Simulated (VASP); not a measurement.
# TePb (I4mm) in VASP: a series of runs

Runs on TePb. Level: PBE. Tasks: single point.

All numbers are computed with VASP 6.6.1; they aren't measurements. Logs are shortened: lines on timing, memory, paths and dates and some standing lists are left out, and cuts for length are marked.

## Step 1: The cell of the first run

Symmetry: I4mm, No. 107, tetragonal system. Conventional cell: a = 4.564 Å, b = 4.564 Å, c = 6.454 Å, α = 90.00°, β = 90.00°, γ = 90.00°. Within 4.1 Å of Te (site symmetry 4mm) lie 6 Pb at 3.10 to 3.35 Å. Pb (site symmetry 4mm) has 6 Te at 3.10 to 3.35 Å within 4.1 Å.

## Step 2: Single point, PBE (all Pb atoms moved +0.125 Å, as atom 2 along Cartesian [0 0 1])

Input file INCAR:

```
ALGO = Normal
EDIFF = 1E-6
ENCUT = 520
GGA = PE
ISIF = 2
ISMEAR = 0
LASPH = T
LCHARG = T
LELF = T
LREAL = F
LVHAR = T
LWAVE = F
NBANDS = 17
NELM = 60
PREC = Accurate
SIGMA = 0.05
```

Input file KPOINTS:

```
k-points
0
Gamma
  8 8 8
```

Input file POSCAR:

```
TePb
1.0
    0.0000000000      3.2270000000      3.2270000000
    3.2270000000      0.0000000000      3.2270000000
    3.2270000000      3.2270000000      0.0000000000
Te Pb
1 1
Direct
    0.5000000000      0.5000000000      0.5000000000
    0.0193678339      0.0193678339     -0.0193678339
```

Potentials or basis: VASP PAW PBE potentials, release 64 (Te, Pb_d).

Launch:

```bash
$ cat potpaw_PBE.64/Te/POTCAR potpaw_PBE.64/Pb_d/POTCAR > POTCAR
$ mpirun -np 1 vasp_std > vasp.out
```

OUTCAR:

```text
EDIFF = 1E-6
   ENCUT = 520
   GGA = PE
   ISIF = 2
   ISMEAR = 0
   LASPH = T
   LREAL = F
   NELM = 60
   PREC = Accurate

 ion  position               nearest neighbor table
   1  0.500  0.500  0.500-   2 3.10   2 3.23   2 3.23   2 3.23   2 3.23   2 3.35
   2  0.019  0.019  0.981-   1 3.10   1 3.23   1 3.23   1 3.23   1 3.23   1 3.35

  LATTYP: Found a face centered cubic cell.
 ALAT       =     6.4540000000

  Lattice vectors:

 A1 = (   0.0000000000,   3.2270000000,   3.2270000000)
 A2 = (   3.2270000000,   0.0000000000,   3.2270000000)
 A3 = (   3.2270000000,   3.2270000000,   0.0000000000)

Analysis of symmetry for initial positions (statically):
=====================================================================
 Subroutine PRICEL returns:
 Original cell was already a primitive cell.

 Routine SETGRP: Setting up the symmetry group for a
 face centered cubic supercell.

 Subroutine GETGRP returns: Found  8 space group operations
 (whereof  8 operations were pure point group operations)
 out of a pool of 48 trial point group operations.

The static configuration has the point symmetry C_4v.

Analysis of symmetry for dynamics (positions and initial velocities):
=====================================================================
 Subroutine PRICEL returns:
 Original cell was already a primitive cell.

 Routine SETGRP: Setting up the symmetry group for a
 face centered cubic supercell.

 Subroutine GETGRP returns: Found  8 space group operations
 (whereof  8 operations were pure point group operations)
 out of a pool of 48 trial point group operations.

The dynamic configuration has the point symmetry C_4v.

 Subroutine INISYM returns: Found  8 space group operations
 (whereof  8 operations are pure point group operations),
 and found     1 'primitive' translations

----------------------------------------------------------------------------------------

                                     Primitive cell

  volume of cell :      67.2089

  direct lattice vectors                    reciprocal lattice vectors
     0.000000000  3.227000000  3.227000000    -0.154942671  0.154942671  0.154942671
     3.227000000  0.000000000  3.227000000     0.154942671 -0.154942671  0.154942671
     3.227000000  3.227000000  0.000000000     0.154942671  0.154942671 -0.154942671

  length of vectors
     4.563667166  4.563667166  4.563667166     0.268368579  0.268368579  0.268368579

  position of ions in fractional coordinates (direct lattice)
     0.500000000  0.500000000  0.500000000
     0.019367834  0.019367834  0.980632166

  ion indices of the primitive-cell ions
   primitive index   ion index
                 1           1
                 2           2

----------------------------------------------------------------------------------------

 KPOINTS: k-points

Automatic generation of k-mesh.
 Grid dimensions read from file:
 generate k-points for:    8    8    8

 Generating k-lattice:

  Cartesian coordinates                     Fractional coordinates (reciprocal lattice)
    -0.019367834  0.019367834  0.019367834     0.125000000  0.000000000  0.000000000
     0.019367834 -0.019367834  0.019367834     0.000000000  0.125000000  0.000000000
     0.019367834  0.019367834 -0.019367834     0.000000000  0.000000000  0.125000000

  Length of vectors
     0.033546072  0.033546072  0.033546072

  Shift w.r.t. Gamma in fractional coordinates (k-lattice)
     0.000000000  0.000000000  0.000000000

 Subroutine IBZKPT returns following result:
 ===========================================

 Found     59 irreducible k-points:

 Following reciprocal coordinates:
            Coordinates               Weight
  0.000000  0.000000  0.000000      1.000000
  0.125000  0.000000  0.000000      8.000000
  0.250000  0.000000  0.000000      8.000000
  0.375000  0.000000  0.000000      8.000000
  0.500000  0.000000  0.000000      4.000000
  0.125000  0.125000  0.000000      2.000000
[... 16 lines left out ...]
  0.000000  0.375000  0.250000     16.000000
  0.500000  0.250000  0.000000      8.000000
 [... further k-points ...]
   k-points           NKPTS =     59   k-points in BZ     NKDIM =     59   number of bands    NBANDS=     17
   number of dos      NEDOS =    301   number of ions     NIONS =      2
   total plane-waves  NPLWV =  46656
   dimension x,y,z NGX =    36 NGY =   36 NGZ =   36
   dimension x,y,z NGXF=    72 NGYF=   72 NGZF=   72
   ions per type =               1   1
   NGX,Y,Z   is equivalent  to a cutoff of  13.11, 13.11, 13.11 a.u.
   NGXF,Y,Z  is equivalent  to a cutoff of  26.23, 26.23, 26.23 a.u.
 SYSTEM =  unknown system
   PREC   = accura    normal or accurate (medium, high low for compatibility)
   ISTART =      0    job   : 0-new  1-cont  2-samecut
   ICHARG =      2    charge: 1-file 2-atom 10-const
   ISPIN  =      1    spin polarized calculation?
   LNONCOLLINEAR =      F non collinear calculations
   LSORBIT =      F    spin-orbit coupling
   LASPH  =      T    aspherical Exc in radial PAW
   ENCUT  =  520.0 eV  38.22 Ry    6.18 a.u.   8.49  8.49  8.49*2*pi/ulx,y,z
   NELM   =     60;   NELMIN=  2; NELMDL= -5     # of ELM steps
   EDIFF  = 0.1E-05   stopping-criterion for ELM
   LREAL  =      F    real-space projection
   EDIFFG = 0.1E-04   stopping-criterion for IOM
   NSW    =      0    number of steps for IOM
   IBRION =     -1    ionic relax: 0-MD 1-quasi-New 2-CG
   NFREE  =      0    steps in history (QN), initial steepest desc. (CG)
   ISIF   =      2    stress and relaxation
   ISYM   =      2    0-nonsym 1-usesym 2-fastsym
   POTIM  = 0.5000    time-step for ionic-motion
   TEBEG  =    0.0;   TEEND  =   0.0 temperature during run
   PSTRESS=    0.0 pullay stress
   NELECT =      20.0000    total number of electrons
   NUPDOWN=      -1.0000    fix difference up-down
   EMIN   =  10.00;   EMAX   =-10.00  energy-range for DOS
   EFERMI =   0.00;   METHOD = LEGACY
   ISMEAR =     0;   SIGMA  =   0.05  broadening in eV -4-tet -1-fermi 0-gaus
   EFERMI_NEDOS =   21; number of points for ismear=-14 and -15
   IALGO  =     38    algorithm
   IMIX   =      4    mixing-type and parameters
     AMIX     =   0.40;   BMIX     =  1.00
     AMIX_MAG =   1.60;   BMIX_MAG =  1.00
  volume/ion in A,a.u.               =      33.60       226.77
  Fermi-wavevector in a.u.,A,eV,Ry     =   1.092972  2.065418 16.253366  1.194589
  Thomas-Fermi vector in A             =   2.229249
   LORBIT       =      0    0 simple, 1 ext, 2 COOP (PROOUT), +10 PAW based schemes
   GGA     = PE    functional components
   LHFCALC =     F    Hartree Fock is set to
   AEXX    =    0.0000 exact exchange contribution
   IVDW    =     0    specifies the selected vdW correction
   LEPSILON=     F    determine dielectric tensor
   LRPA    =     F    only Hartree local field effects (RPA)
 non-spin polarized calculation
 Gauss-broadening in eV      SIGMA  =   0.05
  energy-cutoff  :      520.00
  volume of cell :       67.21
 maximum number of plane-waves:      1837
 NGX is ok and might be reduce to    36
   NGX = 17   NGY = 17   NGZ = 17

 number of electron      19.9999997 magnetization

 Free energy of the ion-electron system (eV)
  ---------------------------------------------------
  ext. energy  EPLUGINS =         0.00000000
  ---------------------------------------------------
  free energy    TOTEN  =        -7.49164497 eV

  energy without entropy =       -7.49164497  energy(sigma->0) =       -7.49164497

 E-fermi :   5.9046     XC(G=0):  -9.3138

 val. band max:        5.6385910538   @ k =   0.5000   0.0000   0.0000
 cond. band min:       6.4512278333   @ k =   0.5000   0.0000   0.0000
 fundamental gap:      0.8126367795
 Fermi energy:         5.9045957351

 k-point     1 :       0.0000    0.0000    0.0000
  band No.  band energies     occupation
      1     -11.0439      2.00000
      2     -11.0434      2.00000
      3     -11.0347      2.00000
      4     -11.0321      2.00000
      5     -11.0321      2.00000
      6      -6.3926      2.00000
[... 9 lines left out ...]
     16      11.5398      0.00000
     17      13.0206      0.00000

 k-point     2 :       0.1250    0.0000    0.0000
  band No.  band energies     occupation
      1     -11.0457      2.00000
      2     -11.0454      2.00000
      3     -11.0334      2.00000
      4     -11.0307      2.00000
      5     -11.0299      2.00000
      6      -6.2581      2.00000
[... 9 lines left out ...]
     16      11.7867      0.00000
     17      14.0714      0.00000

 k-point     3 :       0.2500    0.0000    0.0000
  band No.  band energies     occupation
      1     -11.0511      2.00000
      2     -11.0509      2.00000
      3     -11.0319      2.00000
      4     -11.0251      2.00000
      5     -11.0237      2.00000
      6      -5.8714      2.00000
[... 9 lines left out ...]
     16      12.5571      0.00000
     17      15.9766      0.00000

 k-point     4 :       0.3750    0.0000    0.0000
  band No.  band energies     occupation
      1     -11.0570      2.00000
      2     -11.0565      2.00000
      3     -11.0310      2.00000
      4     -11.0187      2.00000
      5     -11.0172      2.00000
      6      -5.3162      2.00000
[... 9 lines left out ...]
     16      13.7727      0.00000
     17      16.4209      0.00000
[... 343 lines left out ...]
      1     -11.0805      2.00000
      2     -11.0395      2.00000
      3     -11.0395      2.00000
      4     -11.0152      2.00000
      5     -11.0135      2.00000
      6      -5.2959      2.00000
[... 9 lines left out ...]
     16      15.0489      0.00000
     17      15.4809      0.00000

 k-point    23 :       0.0000    0.3750    0.2500
  band No.  band energies     occupation
      1     -11.0805      2.00000
      2     -11.0394      2.00000
      3     -11.0367      2.00000
      4     -11.0173      2.00000
      5     -11.0141      2.00000
      6      -5.3061      2.00000
[... 9 lines left out ...]
     16      15.0126      0.00000
     17      15.4457      0.00000

 k-point    24 :       0.5000    0.2500    0.0000
  band No.  band energies     occupation
      1     -11.0825      2.00000
      2     -11.0449      2.00000
      3     -11.0348      2.00000
      4     -11.0151      2.00000
      5     -11.0108      2.00000
      6      -4.8437      2.00000
[... 9 lines left out ...]
     16      15.3233      0.00000
     17      16.1371      0.00000

 [... further k-points ...]
[... 5 lines left out ...]
  --------------------------------------------------------------------------------------
  -------------------------------------------------------------------------------------
  Total        0.9401089      0.9401089      1.1993894      0.0000000      0.0000000      0.0000000
  in kB       22.4110321     22.4110321     28.5919579      0.0000000      0.0000000      0.0000000
  external PRESSURE =      24.4713407 kB  Pullay stress =       0.0000000 kB

 VOLUME and BASIS-vectors are now :
 -----------------------------------------------------------------------------
  energy-cutoff  :      520.00
  volume of cell :       67.21
      direct lattice vectors                 reciprocal lattice vectors
     0.000000000  3.227000000  3.227000000    -0.154942671  0.154942671  0.154942671
     3.227000000  0.000000000  3.227000000     0.154942671 -0.154942671  0.154942671
     3.227000000  3.227000000  0.000000000     0.154942671  0.154942671 -0.154942671

 POSITION                                       TOTAL-FORCE (eV/Angst)
 -----------------------------------------------------------------------------------
      3.22700      3.22700      3.22700         0.000000      0.000000      0.113999
      3.22700      3.22700      0.12500         0.000000      0.000000     -0.113999
 -----------------------------------------------------------------------------------
    total drift:                               -0.000000     -0.000000     -0.000011

  FREE ENERGIE OF THE ION-ELECTRON SYSTEM (eV)
  ---------------------------------------------------
  free  energy   TOTEN  =        -7.4916449690 eV

  energy  without entropy=       -7.4916449690  energy(sigma->0) =       -7.49164497
```

It took 28 s on 1 thread of Intel Xeon Platinum 8559C (Emerald Rapids), shared host; peak memory 0.24 GiB.

What came out:

```yaml
Free_energy: -7.4916 eV
Pressure: 2.4 GPa
Largest_force: 0.114 eV/Å
Band_gap_on_the_k_mesh: 0.81 eV, direct
```

Forces on the atoms (eV/Å):
```
Te   0.000  0.000  0.114
Pb   0.000  0.000 -0.114
```

Levels at points of the mesh, in eV from the valence-band top:
```tsv
k point	band 6	band 7	band 8	band 9	band 10	band 11	band 12	band 13	band 14	band 15
(0.00, 0.00, 0.00)	-12.03	-5.54	-1.35	-1.32	-1.32	4.03	4.03	4.15	5.82	5.90
(0.50, 0.00, 0.00)	-10.60	-8.55	-0.94	-0.88	0.00	0.81	1.31	1.38	8.37	9.27
(0.50, 0.50, 0.00)	-10.32	-7.33	-4.43	-2.79	-2.79	3.31	5.53	5.53	6.80	10.13
(0.00, 0.50, 0.50)	-10.34	-7.25	-4.49	-2.79	-2.77	3.22	5.57	5.61	6.76	10.13
```

Caveat: the cell differs from its parent crystal (all Pb atoms moved +0.125 Å, as atom 2 along Cartesian [0 0 1]); spin-orbit coupling is left out, which moves the levels of the heavy elements.

## Step 3: Single point, PBE (all Pb atoms moved +0.062 Å, as atom 2 along Cartesian [0 0 1])

Input file INCAR:

```
  PREC = Accurate
  ENCUT = 520
  EDIFF = 1E-7
  ISMEAR = 0
  SIGMA = 0.05
  LREAL = F
  LASPH = T
  NELM = 60
  ALGO = Normal
  ISIF = 2
  LWAVE = F
  LCHARG = F
  GGA = PE
  NBANDS = 17
```

Input file KPOINTS:

```
Automatic mesh
0
Gamma
  8 8 8
```

POSCAR: that of step 2 with these lines changed.

```diff
@@ -9,2 +9,2 @@
     0.5000000000      0.5000000000      0.5000000000
-    0.0193678339      0.0193678339     -0.0193678339
+    0.0096839170      0.0096839170     -0.0096839170
```

Potentials or basis: VASP PAW PBE potentials, release 64 (Te, Pb_d).

Launch:

```bash
$ cat potpaw_PBE.64/Te/POTCAR potpaw_PBE.64/Pb_d/POTCAR > POTCAR
$ mpirun -np 1 vasp_std > vasp.out
```

It took 31 s on 1 thread of Intel Xeon Platinum 8559C (Emerald Rapids), shared host; peak memory 0.24 GiB.

The run converged. Its results:

```yaml
Free_energy: -7.4964 eV
Pressure: 2.3 GPa
Largest_force: 0.045 eV/Å
Band_gap_on_the_k_mesh: 0.75 eV, direct
```

Forces in eV/Å, atoms in the order of the input:
```
Te   0.000  0.000  0.045
Pb   0.000  0.000 -0.045
```

Stress tensor (GPa, compression positive):
```
2.27 0.00 0.00
0.00 2.27 0.00
0.00 0.00 2.42
```

Levels at points of the mesh, in eV from the valence-band top:
```csv
k point,band 7,band 8,band 9,band 10,band 11,band 12,band 13,band 14
"(0.00, 0.00, 0.00)",-5.57,-1.36,-1.35,-1.35,4.07,4.07,4.10,5.79
"(0.50, 0.00, 0.00)",-8.59,-0.91,-0.90,0.00,0.75,1.27,1.29,8.39
"(0.50, 0.50, 0.00)",-7.31,-4.50,-2.82,-2.82,3.28,5.50,5.50,6.75
"(0.00, 0.50, 0.50)",-7.29,-4.52,-2.81,-2.81,3.26,5.51,5.52,6.74
```

Caveat: the cell differs from its parent crystal (all Pb atoms moved +0.062 Å, as atom 2 along Cartesian [0 0 1]); spin-orbit coupling is left out, which moves the levels of the heavy elements. A k mesh can miss the band edges.
